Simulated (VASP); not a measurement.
Runs of VASP 6.6.1 on Os. The structure is hexagonal, space group P6_3/mmc (No. 194). Conventional cell: a = 2.739 Å, b = 2.739 Å, c = 4.314 Å, α = 90.00°, β = 90.00°, γ = 120.00°. Within 3.5 Å of Os (site symmetry -6m2) lie 12 Os at 2.67 to 2.74 Å. 

| k mesh | smearing | gap on the mesh (eV) | pressure (GPa) |
| --- | --- | --- | --- |
| 13 × 13 × 7 | gaussian 0.3 eV | none | 1.1 |
| 13 × 13 × 7 | methfessel-paxton 0.03 eV | none | 0.8 |
| 13 × 13 × 7 | fermi-dirac 1 eV | none | (b) |
| 13 × 13 × 7 | methfessel-paxton 1 eV | none | 0.4 |
| 13 × 13 × 7 | methfessel-paxton 0.1 eV | none | 0.8 |
| 13 × 13 × 7 | gaussian 1 eV | none | (a) |
| 13 × 13 × 7 | methfessel-paxton 0.2 eV | none | 0.8 |
| 13 × 13 × 7 | methfessel-paxton 0.01 eV | none | 0.8 |
| 19 × 19 × 11 | fermi-dirac 0.1 eV | none | 1.0 |
| 13 × 13 × 7 | gaussian 0.03 eV | none | 0.8 |
| 13 × 13 × 7 | methfessel-paxton 0.3 eV | none | 0.8 |

Alike in all rows: task single point; level r2SCAN; potentials or basis VASP PAW PBE potentials, release 64 (Os); no spin polarisation; cell as given; cutoff (eV) 520.

Problem. Estimate the missing entries.

Solution. (a) 3.8; (b) 25.1.

Caveats: the PAW data sets were made with another functional, which shifts forces and pressure a little; spin-orbit coupling is left out, which moves the levels of the heavy elements.

A k mesh can miss the band edges, and the runs leave out spin-orbit coupling on Os.

A gap of «none» marks levels without a gap at the run's occupations.
